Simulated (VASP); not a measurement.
A run of VASP 6.6.1 is set up as follows.

INCAR

```
SYSTEM = H18CO9
  ALGO = Normal
  EDIFF = 1E-7
  ENCUT = 520
  GGA = PE
  ISIF = 2
  ISMEAR = -1
  IVDW = 12
  LASPH = .True.
  LCHARG = .False.
  LREAL = Auto
  LWAVE = .False.
  NBANDS = 58
  NELM = 80
  PREC = Accurate
  SIGMA = 0.05
```

File KPOINTS:

```
k-points
0
Gamma
  1 1 1
  0 0 0
```

POSCAR

```
H18CO9
1.0
    6.9180930000      0.0000000000      0.0000000000
    0.0000000000      6.9180930000      0.0000000000
    0.0000000000      0.0000000000      6.9180930000
O H C
9 18 1
Direct
    0.5650979251     -0.0729536304      0.3777341530
    0.1710587007      0.9289843314      0.4689731693
    1.0619978656      1.2287779306      0.2105204426
    0.3963230908      0.4050827302      0.4356836487
    0.5069171519      0.5439504788      0.7730743140
    0.7858234921      0.6639401928      0.0579784053
    0.7626379119      0.3155782959      0.4032758739
    1.0567941194      0.5856671774      0.6674816311
    0.3598101384      0.8774961539      1.0506363531
    0.5041707303     -0.1239069784      0.2529020642
    0.6532002389      0.0437548324      0.3716775707
    0.1660717773      0.8801269367      0.3375352138
    0.3352079829      0.9061023030      0.4715750424
    1.1241970873      1.3501697650      0.1669246135
    1.1489148816      1.1877839746      0.3171394198
    0.5331093410      0.4165020621      0.3895871304
    0.3773005075      0.2843702737      0.5004847434
    0.4462645992      0.6714711699      0.8026200284
    0.4727892499      0.4466982447      0.8676957653
    0.7958840681      0.5230776747      0.0704095767
    0.6644894771      0.6302459363      0.1103049641
    0.8538046540      0.2584671816      0.3013980876
    0.8311683581      0.3823886149      0.5024650579
    0.9769310705      0.6699534106      0.5766762604
    1.1506205540      0.5386744584      0.5702872164
    0.1995203013      1.0601042802      0.8946540615
    0.0763938848      0.8301998831      1.0171155548
    0.1972942544      0.9137200093      0.9827130107
```

Potentials or basis: VASP PAW PBE potentials, release 64 (O, H, C).

The run is started by

```console
$ cat potpaw_PBE.64/O/POTCAR potpaw_PBE.64/H/POTCAR potpaw_PBE.64/C/POTCAR > POTCAR
$ mpirun -np 1 vasp_gam > vasp.out
```

Problem. Estimate the largest force.

Solution. 4.926 eV/Å.

Problem. What does it give for the band gap on the k mesh?

Solution. 2.88 eV.

Forces in eV/Å, atoms in the order of the input:
```
O   -0.303 -0.301 -0.276
O    3.930 -0.278 -0.159
O    1.046  0.502 -0.511
O   -0.819  1.026 -1.524
O    0.082  0.966 -0.028
O    1.028 -1.143  0.190
O   -1.012 -1.218 -1.756
O   -1.071  0.371 -1.965
O   -0.795 -0.620 -0.229
H    1.355  1.414  0.981
H   -1.245 -1.057 -0.379
H   -0.697 -0.124 -0.271
H   -2.926  0.958  0.417
H   -0.362 -0.559  0.177
H   -0.382 -0.283 -0.123
H   -0.597 -0.761  0.853
H    0.585 -0.566  0.289
H    0.396 -1.452  0.187
H   -0.387  0.409  0.221
H    2.271 -0.549 -0.955
H   -2.882  1.869  0.946
H    0.127  1.043  1.294
H    0.918  0.367  0.747
H    0.833 -0.593  1.538
H    0.391  0.046  0.596
H   -0.963 -1.852  0.454
H   -1.983 -1.026  0.083
C    3.462  3.412 -0.797
```

Caveat: the k points lie up to 0.91 Å⁻¹ apart.
